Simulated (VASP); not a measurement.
# GaAs (F-43m) in VASP: further runs

The runs below take GaAs through single point, relaxation of cell and atoms, with LDA.

Program: VASP 6.6.1. These are calculated values, not measurements. Logs are shortened: lines on timing, memory, paths and dates and some standing lists are left out, and cuts for length are marked.

**1. The cell of the first run**

It takes space group F-43m (No. 216, cubic). The conventional cell has a = 5.603 Å, b = 5.603 Å, c = 5.603 Å, α = 90.00°, β = 90.00°, γ = 90.00°. Within 3.2 Å of Ga (site symmetry -43m) lie 4 As at 2.43 Å. As (site symmetry -43m) has 4 Ga at 2.43 Å within 3.2 Å.

**2. Single point, LDA**

INCAR reads:

```
ALGO = Normal
EDIFF = 1E-6
ENCUT = 520
GGA = CA
ISIF = 2
ISMEAR = 0
LASPH = True
LCHARG = False
LREAL = False
LWAVE = False
NBANDS = 16
NELM = 80
PREC = Accurate
SIGMA = 0.1
```

KPOINTS reads:

```
k-points
0
Gamma
  12 12 12
```

POSCAR reads:

```
GaAs
1.0
    0.0000000000      2.8016907859      2.8016907859
    2.8016907859      0.0000000000      2.8016907859
    2.8016907859      2.8016907859      0.0000000000
Ga As
1 1
Direct
    0.0000000000      0.0000000000      0.0000000000
    0.7500000000      0.7500000000      0.7500000000
```

Potentials or basis: VASP PAW LDA potentials, release 64 (Ga_d, As).

Launch:

```
$ cat potpaw_LDA.64/Ga_d/POTCAR potpaw_LDA.64/As/POTCAR > POTCAR
$ mpirun -np 1 vasp_std > vasp.out
```

OUTCAR:

```text
EDIFF = 1E-6
   ENCUT = 520
   GGA = CA
   ISIF = 2
   ISMEAR = 0
   LASPH = True
   LREAL = False
   NELM = 80
   PREC = Accurate

 ion  position               nearest neighbor table
   1  0.000  0.000  0.000-   2 2.43   2 2.43   2 2.43   2 2.43
   2  0.750  0.750  0.750-   1 2.43   1 2.43   1 2.43   1 2.43

  LATTYP: Found a face centered cubic cell.
 ALAT       =     5.6033815718

  Lattice vectors:

 A1 = (   0.0000000000,   2.8016907859,   2.8016907859)
 A2 = (   2.8016907859,   0.0000000000,   2.8016907859)
 A3 = (   2.8016907859,   2.8016907859,   0.0000000000)

Analysis of symmetry for initial positions (statically):
=====================================================================
 Subroutine PRICEL returns:
 Original cell was already a primitive cell.

 Routine SETGRP: Setting up the symmetry group for a
 face centered cubic supercell.

 Subroutine GETGRP returns: Found 24 space group operations
 (whereof 24 operations were pure point group operations)
 out of a pool of 48 trial point group operations.

The static configuration has the point symmetry T_d .

Analysis of symmetry for dynamics (positions and initial velocities):
=====================================================================
 Subroutine PRICEL returns:
 Original cell was already a primitive cell.

 Routine SETGRP: Setting up the symmetry group for a
 face centered cubic supercell.

 Subroutine GETGRP returns: Found 24 space group operations
 (whereof 24 operations were pure point group operations)
 out of a pool of 48 trial point group operations.

The dynamic configuration has the point symmetry T_d .

 Subroutine INISYM returns: Found 24 space group operations
 (whereof 24 operations are pure point group operations),
 and found     1 'primitive' translations

----------------------------------------------------------------------------------------

                                     Primitive cell

  volume of cell :      43.9836

  direct lattice vectors                    reciprocal lattice vectors
     0.000000000  2.801690786  2.801690786    -0.178463663  0.178463663  0.178463663
     2.801690786  0.000000000  2.801690786     0.178463663 -0.178463663  0.178463663
     2.801690786  2.801690786  0.000000000     0.178463663  0.178463663 -0.178463663

  length of vectors
     3.962189107  3.962189107  3.962189107     0.309108131  0.309108131  0.309108131

  position of ions in fractional coordinates (direct lattice)
     0.000000000  0.000000000  0.000000000
     0.750000000  0.750000000  0.750000000

  ion indices of the primitive-cell ions
   primitive index   ion index
                 1           1
                 2           2

----------------------------------------------------------------------------------------

 KPOINTS: k-points

Automatic generation of k-mesh.
 Grid dimensions read from file:
 generate k-points for:   12   12   12

 Generating k-lattice:

  Cartesian coordinates                     Fractional coordinates (reciprocal lattice)
    -0.014871972  0.014871972  0.014871972     0.083333333  0.000000000  0.000000000
     0.014871972 -0.014871972  0.014871972     0.000000000  0.083333333  0.000000000
     0.014871972  0.014871972 -0.014871972     0.000000000  0.000000000  0.083333333

  Length of vectors
     0.025759011  0.025759011  0.025759011

  Shift w.r.t. Gamma in fractional coordinates (k-lattice)
     0.000000000  0.000000000  0.000000000

 Subroutine IBZKPT returns following result:
 ===========================================

 Found     72 irreducible k-points:

 Following reciprocal coordinates:
            Coordinates               Weight
  0.000000  0.000000  0.000000      1.000000
  0.083333  0.000000  0.000000      8.000000
  0.166667  0.000000  0.000000      8.000000
  0.250000  0.000000  0.000000      8.000000
  0.333333  0.000000  0.000000      8.000000
  0.416667  0.000000  0.000000      8.000000
[... 16 lines left out ...]
  0.500000  0.166667  0.000000     24.000000
 -0.416667  0.166667  0.000000     24.000000
 [... further k-points ...]
   k-points           NKPTS =     72   k-points in BZ     NKDIM =     72   number of bands    NBANDS=     16
   number of dos      NEDOS =    301   number of ions     NIONS =      2
   total plane-waves  NPLWV =  27000
   dimension x,y,z NGX =    30 NGY =   30 NGZ =   30
   dimension x,y,z NGXF=    60 NGYF=   60 NGZF=   60
   ions per type =               1   1
   NGX,Y,Z   is equivalent  to a cutoff of  12.59, 12.59, 12.59 a.u.
   NGXF,Y,Z  is equivalent  to a cutoff of  25.17, 25.17, 25.17 a.u.
 SYSTEM =  unknown system
   PREC   = accura    normal or accurate (medium, high low for compatibility)
   ISTART =      0    job   : 0-new  1-cont  2-samecut
   ICHARG =      2    charge: 1-file 2-atom 10-const
   ISPIN  =      1    spin polarized calculation?
   LNONCOLLINEAR =      F non collinear calculations
   LSORBIT =      F    spin-orbit coupling
   LASPH  =      T    aspherical Exc in radial PAW
   ENCUT  =  520.0 eV  38.22 Ry    6.18 a.u.   7.37  7.37  7.37*2*pi/ulx,y,z
   NELM   =     80;   NELMIN=  2; NELMDL= -5     # of ELM steps
   EDIFF  = 0.1E-05   stopping-criterion for ELM
   LREAL  =      F    real-space projection
   EDIFFG = 0.1E-04   stopping-criterion for IOM
   NSW    =      0    number of steps for IOM
   IBRION =     -1    ionic relax: 0-MD 1-quasi-New 2-CG
   NFREE  =      0    steps in history (QN), initial steepest desc. (CG)
   ISIF   =      2    stress and relaxation
   ISYM   =      2    0-nonsym 1-usesym 2-fastsym
   POTIM  = 0.5000    time-step for ionic-motion
   TEBEG  =    0.0;   TEEND  =   0.0 temperature during run
   PSTRESS=    0.0 pullay stress
   NELECT =      18.0000    total number of electrons
   NUPDOWN=      -1.0000    fix difference up-down
   EMIN   =  10.00;   EMAX   =-10.00  energy-range for DOS
   EFERMI =   0.00;   METHOD = LEGACY
   ISMEAR =     0;   SIGMA  =   0.10  broadening in eV -4-tet -1-fermi 0-gaus
   EFERMI_NEDOS =   21; number of points for ismear=-14 and -15
   IALGO  =     38    algorithm
   IMIX   =      4    mixing-type and parameters
     AMIX     =   0.40;   BMIX     =  1.00
     AMIX_MAG =   1.60;   BMIX_MAG =  1.00
  volume/ion in A,a.u.               =      21.99       148.41
  Fermi-wavevector in a.u.,A,eV,Ry     =   1.215445  2.296859 20.099990  1.477308
  Thomas-Fermi vector in A             =   2.350832
   LORBIT       =      0    0 simple, 1 ext, 2 COOP (PROOUT), +10 PAW based schemes
   GGA     = CA    functional components
   LHFCALC =     F    Hartree Fock is set to
   AEXX    =    0.0000 exact exchange contribution
   IVDW    =     0    specifies the selected vdW correction
   LEPSILON=     F    determine dielectric tensor
   LRPA    =     F    only Hartree local field effects (RPA)
 non-spin polarized calculation
 Gauss-broadening in eV      SIGMA  =   0.10
  energy-cutoff  :      520.00
  volume of cell :       43.98
 maximum number of plane-waves:      1243
 NGX is ok and might be reduce to    30
   NGX = 15   NGY = 15   NGZ = 15

 number of electron      18.0000013 magnetization

 Free energy of the ion-electron system (eV)
  ---------------------------------------------------
  ext. energy  EPLUGINS =         0.00000000
  ---------------------------------------------------
  free energy    TOTEN  =        -9.64202535 eV

  energy without entropy =       -9.64202526  energy(sigma->0) =       -9.64202531

 E-fermi :   4.3369     XC(G=0): -10.0314

 val. band max:        4.0595173774   @ k =   0.0000   0.0000   0.0000
 cond. band min:       4.5949214090   @ k =   0.0000   0.0000   0.0000
 fundamental gap:      0.5354040316
 Fermi energy:         4.3368974130

 k-point     1 :       0.0000    0.0000    0.0000
  band No.  band energies     occupation
      1     -10.9184      2.00000
      2     -10.9184      2.00000
      3     -10.9184      2.00000
      4     -10.8335      2.00000
      5     -10.8335      2.00000
      6      -8.9002      2.00000
[... 8 lines left out ...]
     15      14.2986      0.00000
     16      14.2986      0.00000

 k-point     2 :       0.0833    0.0000    0.0000
  band No.  band energies     occupation
      1     -10.9252      2.00000
      2     -10.9166      2.00000
      3     -10.9166      2.00000
      4     -10.8336      2.00000
      5     -10.8336      2.00000
      6      -8.8152      2.00000
[... 8 lines left out ...]
     15      13.7026      0.00000
     16      13.7026      0.00000

 k-point     3 :       0.1667    0.0000    0.0000
  band No.  band energies     occupation
      1     -10.9429      2.00000
      2     -10.9120      2.00000
      3     -10.9120      2.00000
      4     -10.8337      2.00000
      5     -10.8337      2.00000
      6      -8.5676      2.00000
[... 8 lines left out ...]
     15      13.1268      0.00000
     16      13.1268      0.00000

 k-point     4 :       0.2500    0.0000    0.0000
  band No.  band energies     occupation
      1     -10.9650      2.00000
      2     -10.9062      2.00000
      3     -10.9062      2.00000
      4     -10.8332      2.00000
      5     -10.8332      2.00000
      6      -8.1807      2.00000
[... 8 lines left out ...]
     15      13.1086      0.00000
     16      13.1086      0.00000
[... 324 lines left out ...]
 k-point    22 :       0.4167    0.1667    0.0000
  band No.  band energies     occupation
      1     -11.0014      2.00000
      2     -10.8941      2.00000
      3     -10.8900      2.00000
      4     -10.8410      2.00000
      5     -10.8269      2.00000
      6      -7.2932      2.00000
[... 8 lines left out ...]
     15      15.0308      0.00000
     16      15.9466      0.00000

 k-point    23 :       0.5000    0.1667    0.0000
  band No.  band energies     occupation
      1     -11.0085      2.00000
      2     -10.8932      2.00000
      3     -10.8887      2.00000
      4     -10.8378      2.00000
      5     -10.8279      2.00000
      6      -6.9175      2.00000
[... 8 lines left out ...]
     15      15.6377      0.00000
     16      16.0383      0.00000

 k-point    24 :      -0.4167    0.1667    0.0000
  band No.  band energies     occupation
      1     -11.0085      2.00000
      2     -10.8935      2.00000
      3     -10.8896      2.00000
      4     -10.8345      2.00000
      5     -10.8306      2.00000
      6      -6.8559      2.00000
[... 8 lines left out ...]
     15      14.4883      0.00000
     16      15.1638      0.00000

 [... further k-points ...]

------------------------ aborting loop because EDIFF is reached ----------------------------------------

  FORCE on cell =-STRESS in cart. coord.  units (eV):
  Direction    XX          YY          ZZ          XY          YZ          ZX
  --------------------------------------------------------------------------------------
  -------------------------------------------------------------------------------------
  Total        0.0866756      0.0866756      0.0866756      0.0000000      0.0000000     -0.0000000
  in kB        3.1573055      3.1573055      3.1573055      0.0000000      0.0000000     -0.0000000
  external PRESSURE =       3.1573055 kB  Pullay stress =       0.0000000 kB

 VOLUME and BASIS-vectors are now :
 -----------------------------------------------------------------------------
  energy-cutoff  :      520.00
  volume of cell :       43.98
      direct lattice vectors                 reciprocal lattice vectors
     0.000000000  2.801690786  2.801690786    -0.178463663  0.178463663  0.178463663
     2.801690786  0.000000000  2.801690786     0.178463663 -0.178463663  0.178463663
     2.801690786  2.801690786  0.000000000     0.178463663  0.178463663 -0.178463663

 POSITION                                       TOTAL-FORCE (eV/Angst)
 -----------------------------------------------------------------------------------
      0.00000      0.00000      0.00000        -0.000000     -0.000000     -0.000000
      4.20254      4.20254      4.20254         0.000000      0.000000      0.000000
 -----------------------------------------------------------------------------------
    total drift:                                0.000000      0.000000      0.000000

  FREE ENERGIE OF THE ION-ELECTRON SYSTEM (eV)
  ---------------------------------------------------
  free  energy   TOTEN  =        -9.6420253489 eV

  energy  without entropy=       -9.6420252622  energy(sigma->0) =       -9.64202531
```

It took 88 s on 1 thread of Intel Xeon 8259CL, shared host; peak memory 0.19 GiB.

Results:

```
Free energy            : -9.6420 eV
Pressure               : 0.3 GPa
Band gap on the k mesh : 0.54 eV
```

Caveat: semilocal functionals underestimate gaps, and a narrow one can read as zero. A k mesh can miss the band edges.

[end of part 1 of 2]
